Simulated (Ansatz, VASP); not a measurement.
# Two plane-wave programs on Cd3Pd

File INCAR:

```
PREC = Accurate
ENCUT = 520
EDIFF = 1E-6
ISMEAR = 1
SIGMA = 0.1
LREAL = False
LASPH = True
NELM = 100
ALGO = Normal
ISIF = 2
LWAVE = False
LCHARG = False
NBANDS = 31
```

The input KPOINTS:

```
Automatic mesh
0
Gamma
  8 8 8
```

The input POSCAR:

```
Cd3Pd
1.0
    4.2084790200      0.0000000000      0.0000000000
    0.0000000000      4.2084790200      0.0000000000
    0.0000000000      0.0000000000      4.2084790200
Cd Pd
3 1
Direct
    0.0000000000      0.5000000000      0.5000000000
    0.5000000000      0.0000000000      0.5000000000
    0.5000000000      0.5000000000      0.0000000000
    0.0000000000      0.0000000000      0.0000000000
```

Input for Ansatz:

```yaml
crystal:
  lattice:
    - [4.20847902, 0.0, 0.0]
    - [0.0, 4.20847902, 0.0]
    - [0.0, 0.0, 4.20847902]
  atoms:
    - { symbol: Cd, position: [0.0, 0.5, 0.5] }
    - { symbol: Cd, position: [0.5, 0.0, 0.5] }
    - { symbol: Cd, position: [0.5, 0.5, 0.0] }
    - { symbol: Pd, position: [0.0, 0.0, 0.0] }
basis:
  ecutwfc: 550.0
kpoints:
  mp_grid:
    grid: [8, 8, 8]
hamiltonian:
  xc: lda
  pseudopotentials:
    kind: paw
scf:
  convergence:
    dr2_threshold: 1.0e-09
  occupations:
    method: methfessel_paxton
    width: 0.1
output:
  stress: true
```

Alike in both runs: task single point; functional LDA; k mesh 8 × 8 × 8; occupations methfessel-paxton of order 1, width 0.1 eV; no spin polarisation.

```csv
,VASP,Ansatz
version,VASP 6.6.1,Ansatz 0.2.0
potentials or method,"VASP PAW LDA potentials, release 64 (Cd, Pd), cutoff 520 eV","plane waves, PAW"
valence electrons in the cell,46,78
```

|  | VASP | Ansatz | Ansatz less VASP |
| --- | --- | --- | --- |
| pressure (GPa) | -6.4 | -7.2 | -0.84 |

LDA's correlation is that of Perdew and Zunger in VASP and of Perdew and Wang (1992) in Ansatz. VASP's potentials hold 46 valence electrons a cell and Ansatz's 78, so a difference there can come from the potentials and not from the codes. Ansatz's warnings: stress scf threshold loose.
